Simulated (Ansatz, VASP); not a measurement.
**W: VASP beside Ansatz**

INCAR

```
PREC     = Accurate       # precision mode
ENCUT    = 520            # plane-wave cutoff, eV
EDIFF    = 1E-6           # SCF threshold, eV
ISMEAR   = 0              # smearing method
SIGMA    = 0.15           # smearing width, eV
LREAL    = False          # projectors in reciprocal space
LASPH    = True           # aspherical terms in the spheres
NELM     = 80             # most SCF steps
ALGO     = Fast           # electronic algorithm
ISIF     = 2              # what is computed and relaxed
LWAVE    = False          # write WAVECAR
LCHARG   = False          # write CHGCAR
GGA      = PE             # functional
NBANDS   = 13             # bands
```

File KPOINTS:

```
regular mesh
0
Gamma
  24 24 24
```

The input POSCAR:

```
W
1.0
   -1.5153286575      1.5983603647      1.5983603647
    1.5983603647     -1.5153286575      1.5983603647
    1.5983603647      1.5983603647     -1.5153286575
W
1
Direct
    0.0000000000      0.0000000000      0.0000000000
```

Input for Ansatz:

```yaml
crystal:
  lattice:
    - [-1.5153286575, 1.5983603647, 1.5983603647]
    - [1.5983603647, -1.5153286575, 1.5983603647]
    - [1.5983603647, 1.5983603647, -1.5153286575]
  atoms:
    - { symbol: W, position: [0.0, 0.0, 0.0] }
basis:
  ecutwfc: 420
kpoints:
  mp_grid: { grid: [24, 24, 24] }
hamiltonian:
  xc: pbe
scf:
  occupations: { method: gaussian, width: 0.15 }
output:
  forces: true
  stress: true
  eigenvalues: true
  write_density: true
  write_potential: true
  elf: true
  volumetric_format: npy
```

Alike in both runs: task single point; functional PBE; k mesh 24 × 24 × 24; occupations gaussian, width 0.15 eV; no spin polarisation.

```csv
,VASP,Ansatz
version,VASP 6.6.1,Ansatz 0.2.0
potentials or method,"VASP PAW PBE potentials, release 64 (W_sv), cutoff 520 eV","scalar-relativistic, plane waves, PAW"
valence electrons in the cell,14,14
```

```csv
,VASP,Ansatz,Ansatz less VASP
gap on the k mesh at the Fermi level (eV),none,none,-
pressure (GPa),-1.3,-1.8,-0.47
"traceless stress, the component that is largest in VASP (GPa)",-6.16,-6.09,+0.069
```

A gap of «none» marks a metal or a gap that the smearing closes. The functional is the same, so the differences come from potentials, cutoffs and numerics.

Spin-orbit coupling is off throughout.
